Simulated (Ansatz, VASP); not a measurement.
CdS in VASP and in Ansatz

Contents of INCAR:

```
SYSTEM = CdS
  ALGO = Normal
  EDIFF = 1E-6
  ENCUT = 520
  ISIF = 2
  ISMEAR = 0
  LASPH = .TRUE.
  LCHARG = .FALSE.
  LREAL = .FALSE.
  LWAVE = .FALSE.
  NBANDS = 26
  NELM = 60
  PREC = Accurate
  SIGMA = 0.01
```

KPOINTS

```
k-points
0
G
  9 9 4
  0 0 0
```

Contents of POSCAR:

```
CdS
1.0
    4.1245340209      0.0000000000      0.0000000000
   -2.0622670104      3.5719512409      0.0000000000
    0.0000000000      0.0000000000      6.7092066446
Cd S
2 2
Direct
    0.3333333333      0.6666666667      0.0001786402
    0.6666666667      0.3333333333      0.5001786402
    0.3333333333      0.6666666667      0.3768213598
    0.6666666667      0.3333333333      0.8768213598
```

Input for Ansatz:

```yaml
crystal:
  lattice:
    - [4.1245340209, 0.0, 0.0]
    - [-2.0622670104, 3.5719512409, 0.0]
    - [0.0, 0.0, 6.7092066446]
  atoms:
    - { symbol: Cd, position: [0.3333333333, 0.6666666667, 0.0001786402] }
    - { symbol: Cd, position: [0.6666666667, 0.3333333333, 0.5001786402] }
    - { symbol: S, position: [0.3333333333, 0.6666666667, 0.3768213598] }
    - { symbol: S, position: [0.6666666667, 0.3333333333, 0.8768213598] }
basis:
  ecutwfc: 420
  xc_grid: 2
kpoints:
  mp_grid: { grid: [9, 9, 4] }
hamiltonian:
  xc: lda
  pseudopotentials: { kind: paw, azcp: { folder: soft_1 } }
scf:
  occupations: { method: fixed }
output:
  forces: true
  stress: true
  eigenvalues: true
  polarization: {}
```

Change from the starting cell: polar distortion scaled by 1.00.

Alike in both runs: task single point; functional LDA; k mesh 9 × 9 × 4; no spin polarisation.

```csv
,VASP,Ansatz
version,VASP 6.6.1,Ansatz 0.2.0
potentials or method,"VASP PAW LDA potentials, release 64 (Cd, S), cutoff 520 eV","scalar-relativistic, plane waves, PAW"
occupations,"gaussian, width 0.01 eV",fixed
valence electrons in the cell,36,52
```

|  | VASP | Ansatz | Ansatz less VASP |
| --- | --- | --- | --- |
| gap on the k mesh at the Fermi level (eV) | 0.98 | 0.95 | -0.028 |
| least direct gap on the mesh (eV) | 0.98 | 0.95 | -0.028 |
| pressure (GPa) | -1.7 | -2.2 | -0.46 |

Ansatz warns that its potentials were made for another functional, while VASP's fit it. LDA's correlation is that of Perdew and Zunger in VASP and of Perdew and Wang (1992) in Ansatz. VASP's potentials hold 36 valence electrons a cell and Ansatz's 52, so a difference there can come from the potentials and not from the codes.
